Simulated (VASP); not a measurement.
Runs of VASP 6.6.1 on InSb. The structure is that of space group F-43m (No. 216), or close to it. The cells are those of the table. 

```csv
level,cell,gap on the mesh (eV),pressure (GPa)
PBE,"a = 4.452 Å, angles 60.0°, 2 atoms",0.31,(a)
PBE,"a = 4.684 Å, angles 60.0°, 2 atoms",none,0.2
r2SCAN,"a = 4.592 Å, angles 60.0°, 2 atoms",(b),1.3
PBE,"a = 4.545 Å, angles 60.0°, 2 atoms",none,4.5
PBE,"a = 4.592 Å, angles 60.0°, 2 atoms",none,2.8
```

Alike in all rows: task single point; potentials or basis VASP PAW PBE potentials, release 64 (In_d, Sb); no spin polarisation; k mesh 6 × 6 × 6; cutoff (eV) 520; smearing fermi-dirac 0.02 eV.

**Question.** Fill in the values left out.

**Answer.** (a) 8.4; (b) 0.20.

Caveats: spin-orbit coupling is left out, which moves the levels of the heavy elements; semilocal functionals underestimate gaps, so a narrow gap can read as zero (at least some runs); the cell stands under pressure (at least some runs); the PAW data sets were made with another functional, which shifts forces and pressure a little (at least some runs).

A k mesh can miss the band edges, and the runs leave out spin-orbit coupling on In, Sb.

A gap of «none» marks levels without a gap at the run's occupations.
